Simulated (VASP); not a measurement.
# Co in VASP: single point with PBE

Aim: the single point of Co with PBE.

All numbers are computed with VASP 6.6.1; they aren't measurements. Logs are shortened: lines on timing, memory, paths and dates and some standing lists are left out, and cuts for length are marked.

**1. The cell of the first run**

The cell holds a slab with vacuum, 7 atoms: a = 2.540 Å, b = 2.540 Å, c = 25.774 Å, α = 90.00°, β = 90.00°, γ = 90.00°.

**2. Single point, PBE, collinear spin, ferromagnetic start**

Input file INCAR:

```
ALGO = Normal ; DIPOL = 0.5 0.5 0.500
EDIFF = 1E-6 ; ENCUT = 520
GGA = PE ; IDIPOL = 3
ISIF = 2 ; ISMEAR = -1
ISPIN = 2 ; LASPH = True
LCHARG = False ; LDIPOL = True
LMAXMIX = 4 ; LORBIT = 11
LREAL = False ; LWAVE = False
MAGMOM = 3.5 3.5 3.5 3.5 3.5 3.5 3.5 ; NBANDS = 44
NELM = 150 ; PREC = Accurate
SIGMA = 0.05
```

Input file KPOINTS:

```
k-points
0
Gamma
  10 10 1
```

Input file POSCAR:

```
Co
1.0
    2.5395032940      0.0000000000      0.0000000000
    0.0000000000      2.5395032940      0.0000000000
    0.0000000000      0.0000000000     25.7742000000
Co
7
Direct
    0.5000000000      0.5000000000      0.2909886631
    0.0000000000      0.0000000000      0.3606591087
    0.5000000000      0.5000000000      0.4303295544
    0.0000000000      0.0000000000      0.5000000000
    0.5000000000      0.5000000000      0.5696704456
    0.0000000000      0.0000000000      0.6393408913
    0.5000000000      0.5000000000      0.7090113369
```

Potentials or basis: VASP PAW PBE potentials, release 64 (Co).

Launch:

```bash
> cat potpaw_PBE.64/Co/POTCAR > POTCAR
> mpirun -np 1 vasp_std > vasp.out
```

OUTCAR:

```text
EDIFF = 1E-6
   ENCUT = 520
   GGA = PE
   ISIF = 2
   ISMEAR = -1
   ISPIN = 2
   LASPH = True
   LORBIT = 11
   LREAL = False
   NELM = 150
   PREC = Accurate

 ion  position               nearest neighbor table
   1  0.500  0.500  0.291-   2 2.54   2 2.54   2 2.54   2 2.54
   2  0.000  0.000  0.361-   1 2.54   1 2.54   1 2.54   1 2.54   3 2.54   3 2.54   3 2.54   3 2.54

   3  0.500  0.500  0.430-   4 2.54   4 2.54   4 2.54   4 2.54   2 2.54   2 2.54   2 2.54   2 2.54

   4  0.000  0.000  0.500-   3 2.54   5 2.54   3 2.54   5 2.54   3 2.54   5 2.54   3 2.54   5 2.54

   5  0.500  0.500  0.570-   4 2.54   4 2.54   4 2.54   4 2.54   6 2.54   6 2.54   6 2.54   6 2.54

   6  0.000  0.000  0.639-   7 2.54   7 2.54   7 2.54   7 2.54   5 2.54   5 2.54   5 2.54   5 2.54

   7  0.500  0.500  0.709-   6 2.54   6 2.54   6 2.54   6 2.54

  LATTYP: Found a simple tetragonal cell.
 ALAT       =     2.5395032940
 C/A-ratio  =    10.1493075677

  Lattice vectors:

 A1 = (   2.5395032940,   0.0000000000,   0.0000000000)
 A2 = (   0.0000000000,   2.5395032940,   0.0000000000)
 A3 = (   0.0000000000,   0.0000000000,  25.7742000000)

Analysis of symmetry for initial positions (statically):
=====================================================================
 Subroutine PRICEL returns:
 Original cell was already a primitive cell.

 Routine SETGRP: Setting up the symmetry group for a
 simple tetragonal supercell.

 Subroutine GETGRP returns: Found 16 space group operations
 (whereof 16 operations were pure point group operations)
 out of a pool of 16 trial point group operations.

The static configuration has the point symmetry D_4h.

Analysis of symmetry for dynamics (positions and initial velocities):
=====================================================================
 Subroutine PRICEL returns:
 Original cell was already a primitive cell.

 Routine SETGRP: Setting up the symmetry group for a
 simple tetragonal supercell.

 Subroutine GETGRP returns: Found 16 space group operations
 (whereof 16 operations were pure point group operations)
 out of a pool of 16 trial point group operations.

The dynamic configuration has the point symmetry D_4h.

Analysis of structural, dynamic, and magnetic symmetry:
=====================================================================
 Subroutine PRICEL returns:
 Original cell was already a primitive cell.

 Routine SETGRP: Setting up the symmetry group for a
 simple tetragonal supercell.

 Subroutine GETGRP returns: Found 16 space group operations
 (whereof 16 operations were pure point group operations)
 out of a pool of 16 trial point group operations.

The overall configuration has the point symmetry D_4h.

 Subroutine INISYM returns: Found 16 space group operations
 (whereof 16 operations are pure point group operations),
 and found     1 'primitive' translations

----------------------------------------------------------------------------------------

                                     Primitive cell

  volume of cell :     166.2198

  direct lattice vectors                    reciprocal lattice vectors
     2.539503294  0.000000000  0.000000000     0.393777792  0.000000000  0.000000000
     0.000000000  2.539503294  0.000000000     0.000000000  0.393777792  0.000000000
     0.000000000  0.000000000 25.774200000     0.000000000  0.000000000  0.038798488

  length of vectors
     2.539503294  2.539503294 25.774200000     0.393777792  0.393777792  0.038798488

  position of ions in fractional coordinates (direct lattice)
     0.500000000  0.500000000  0.290988663
     0.000000000  0.000000000  0.360659109
     0.500000000  0.500000000  0.430329554
     0.000000000  0.000000000  0.500000000
[... 39 lines left out ...]

 Following reciprocal coordinates:
            Coordinates               Weight
  0.000000  0.000000  0.000000      1.000000
  0.100000  0.000000  0.000000      4.000000
  0.200000  0.000000  0.000000      4.000000
  0.300000  0.000000  0.000000      4.000000
  0.400000  0.000000  0.000000      4.000000
  0.500000  0.000000  0.000000      2.000000
[... 13 lines left out ...]
  0.500000  0.400000  0.000000      4.000000
  0.500000  0.500000  0.000000      1.000000
   k-points           NKPTS =     21   k-points in BZ     NKDIM =     21   number of bands    NBANDS=     44
   number of dos      NEDOS =    301   number of ions     NIONS =      7
   total plane-waves  NPLWV =  76800
   dimension x,y,z NGX =    20 NGY =   20 NGZ =  192
   dimension x,y,z NGXF=    40 NGYF=   40 NGZF=  384
   ions per type =               7
   NGX,Y,Z   is equivalent  to a cutoff of  13.09, 13.09, 12.38 a.u.
   NGXF,Y,Z  is equivalent  to a cutoff of  26.19, 26.19, 24.77 a.u.
 SYSTEM =  unknown system
   PREC   = accura    normal or accurate (medium, high low for compatibility)
   ISTART =      0    job   : 0-new  1-cont  2-samecut
   ICHARG =      2    charge: 1-file 2-atom 10-const
   ISPIN  =      2    spin polarized calculation?
   LNONCOLLINEAR =      F non collinear calculations
   LSORBIT =      F    spin-orbit coupling
   LASPH  =      T    aspherical Exc in radial PAW
   ENCUT  =  520.0 eV  38.22 Ry    6.18 a.u.   4.72  4.72 47.92*2*pi/ulx,y,z
   NELM   =    150;   NELMIN=  2; NELMDL= -5     # of ELM steps
   EDIFF  = 0.1E-05   stopping-criterion for ELM
   LREAL  =      F    real-space projection
[... 7 lines left out ...]
   TEBEG  =    0.0;   TEEND  =   0.0 temperature during run
   PSTRESS=    0.0 pullay stress
   NELECT =      63.0000    total number of electrons
   NUPDOWN=      -1.0000    fix difference up-down
   EMIN   =  10.00;   EMAX   =-10.00  energy-range for DOS
   EFERMI =   0.00;   METHOD = LEGACY
   ISMEAR =    -1;   SIGMA  =   0.05  broadening in eV -4-tet -1-fermi 0-gaus
   EFERMI_NEDOS =   21; number of points for ismear=-14 and -15
   IALGO  =     38    algorithm
   IMIX   =      4    mixing-type and parameters
     AMIX     =   0.40;   BMIX     =  1.00
     AMIX_MAG =   1.60;   BMIX_MAG =  1.00
  volume/ion in A,a.u.               =      23.75       160.24
  Fermi-wavevector in a.u.,A,eV,Ry     =   1.184752  2.238857 19.097643  1.403637
  Thomas-Fermi vector in A             =   2.320960
   LORBIT       =     11    0 simple, 1 ext, 2 COOP (PROOUT), +10 PAW based schemes
   GGA     = PE    functional components
   LHFCALC =     F    Hartree Fock is set to
   AEXX    =    0.0000 exact exchange contribution
   IVDW    =     0    specifies the selected vdW correction
   LEPSILON=     F    determine dielectric tensor
   LRPA    =     F    only Hartree local field effects (RPA)
 spin polarized calculation
  energy-cutoff  :      520.00
  volume of cell :      166.22
 maximum number of plane-waves:      4523
 NGX is ok and might be reduce to    20
   NGX =  9   NGY =  9   NGZ = 95

 dipolmoment           0.000000      0.000000     -0.000000 electrons x Angstroem

 number of electron      63.0000022 magnetization      12.3263866

 dipolmoment           0.000000      0.000000      0.000000 electrons x Angstroem

 Free energy of the ion-electron system (eV)
  ---------------------------------------------------
  ext. energy  EPLUGINS =         0.00000000
  ---------------------------------------------------
  free energy    TOTEN  =       -46.96859578 eV

  energy without entropy =      -46.89674779  energy(sigma->0) =      -46.93267178

 E-fermi :   2.3829     XC(G=0):  -7.1394

 val. band max:        2.3796685210   @ k =   0.5000   0.0000   0.0000
 cond. band min:       2.3862354537   @ k =   0.2000   0.2000   0.0000
 fundamental gap:      0.0065669327
 Fermi energy:         2.3829446828

 spin component 1

 k-point     1 :       0.0000    0.0000    0.0000
  band No.  band energies     occupation
      1      -6.0665      1.00000
      2      -5.4464      1.00000
      3      -4.4707      1.00000
      4      -3.3757      1.00000
      5      -2.6502      1.00000
      6      -2.5583      1.00000
[... 955 lines left out ...]
     42       9.5262      0.00000
     43       9.5262      0.00000
 Fermi energy:         2.3829446828

 spin component 2

 k-point     1 :       0.0000    0.0000    0.0000
  band No.  band energies     occupation
      1      -6.0501      1.00000
      2      -5.4166      1.00000
      3      -4.4097      1.00000
      4      -3.1853      1.00000
      5      -2.0453      1.00000
      6      -1.4357      1.00000
[... 955 lines left out ...]
     42       9.9602      0.00000
     43       9.9602      0.00000
 [bands above 43 left out]

------------------------ aborting loop because EDIFF is reached ----------------------------------------

 vacuum level on the upper side and lower side of the slab       (xc-potential included)         0.005         0.005

  FORCE on cell =-STRESS in cart. coord.  units (eV):
  Direction    XX          YY          ZZ          XY          YZ          ZX
  --------------------------------------------------------------------------------------
  -------------------------------------------------------------------------------------
  Total       -7.1447349     -7.1447349     -5.9554691      0.0000000      0.0000000     -0.0000000
  in kB      -68.8674410    -68.8674410    -57.4042173      0.0000000      0.0000000     -0.0000000
  external PRESSURE =     -65.0463665 kB  Pullay stress =       0.0000000 kB

 VOLUME and BASIS-vectors are now :
 -----------------------------------------------------------------------------
  energy-cutoff  :      520.00
  volume of cell :      166.22
      direct lattice vectors                 reciprocal lattice vectors
     2.539503294  0.000000000  0.000000000     0.393777792  0.000000000  0.000000000
     0.000000000  2.539503294  0.000000000     0.000000000  0.393777792  0.000000000
     0.000000000  0.000000000 25.774200000     0.000000000  0.000000000  0.038798488

 POSITION                                       TOTAL-FORCE (eV/Angst)
 -----------------------------------------------------------------------------------
      1.26975      1.26975      7.50000        -0.000000     -0.000000      0.752378
      0.00000      0.00000      9.29570        -0.000000      0.000000     -0.323616
      1.26975      1.26975     11.09140         0.000000     -0.000000      0.045622
      0.00000      0.00000     12.88710        -0.000000      0.000000      0.000000
      1.26975      1.26975     14.68280         0.000000     -0.000000     -0.045622
      0.00000      0.00000     16.47850        -0.000000      0.000000      0.323616
      1.26975      1.26975     18.27420        -0.000000     -0.000000     -0.752378
 -----------------------------------------------------------------------------------
    total drift:                               -0.000000     -0.000000      0.000000

  FREE ENERGIE OF THE ION-ELECTRON SYSTEM (eV)
  ---------------------------------------------------
  free  energy   TOTEN  =       -46.9685957763 eV

  energy  without entropy=      -46.8967477887  energy(sigma->0) =      -46.93267178

 vacuum level on the upper side and lower side of the slab         6.954         6.954

 total charge

# of ion       s       p       d       tot
------------------------------------------
    1        0.445   0.327   7.195   7.967
    2        0.463   0.468   7.218   8.149
    3        0.465   0.472   7.214   8.151
    4        0.465   0.470   7.217   8.152
    5        0.465   0.472   7.214   8.151
    6        0.463   0.468   7.218   8.149
    7        0.445   0.327   7.195   7.967
--------------------------------------------------
tot          3.210   3.005  50.472  56.687

 magnetization (x)

# of ion       s       p       d       tot
------------------------------------------
    1        0.002  -0.025   1.928   1.905
    2       -0.010  -0.046   1.793   1.736
    3       -0.010  -0.046   1.794   1.738
    4       -0.011  -0.047   1.781   1.723
    5       -0.010  -0.046   1.794   1.738
    6       -0.010  -0.046   1.793   1.736
    7        0.002  -0.025   1.928   1.905
--------------------------------------------------
tot         -0.047  -0.281  12.811  12.483
```

Wall time 13 min (1 thread of Intel Xeon Platinum 8259CL at 2.50GHz (Skylake/Cascade Lake), shared host); peak memory 0.43 GiB.

What came out:

| Item | Value |
| --- | --- |
| Free energy | -46.9686 eV |
| Largest force | 0.752 eV/Å |
| Net moment | 12.33 μB per cell |
| Site moments | Co +1.91, +1.74, +1.72 (each value once) μB |
| Valence electrons inside the program's atomic spheres | Co 7.97, 8.15 (each value once) |

Forces on the atoms (eV/Å):
```
Co   0.000  0.000  0.752
Co   0.000  0.000 -0.324
Co   0.000  0.000  0.046
Co   0.000  0.000  0.000
Co   0.000  0.000 -0.046
Co   0.000  0.000  0.324
Co   0.000  0.000 -0.752
```

Levels at points of the mesh, in eV from the Fermi level:
Spin up:
| k point | band 35 | band 36 | band 37 | band 38 | band 39 | band 40 | band 41 | band 42 |
| --- | --- | --- | --- | --- | --- | --- | --- | --- |
| (0.00, 0.00, 0.00) | -1.20 | -1.10 | -1.01 | -1.01 | -0.77 | -0.77 | -0.62 | 0.72 |
| (0.50, 0.00, 0.00) | -0.99 | 0.00 | 0.14 | 0.49 | 0.54 | 0.72 | 0.74 | 0.78 |
| (0.50, 0.50, 0.00) | -0.53 | 2.82 | 2.82 | 3.93 | 3.93 | 5.43 | 5.43 | 7.14 |
Spin down:
| k point | band 23 | band 24 | band 25 | band 26 | band 27 | band 28 | band 29 | band 30 |
| --- | --- | --- | --- | --- | --- | --- | --- | --- |
| (0.00, 0.00, 0.00) | -0.25 | -0.04 | -0.02 | -0.02 | 0.15 | 0.24 | 0.35 | 0.42 |
| (0.50, 0.00, 0.00) | -0.70 | -0.44 | -0.28 | -0.21 | -0.03 | 0.10 | 0.21 | 0.49 |
| (0.50, 0.50, 0.00) | 0.77 | 0.79 | 0.79 | 0.85 | 1.03 | 1.05 | 1.17 | 1.17 |
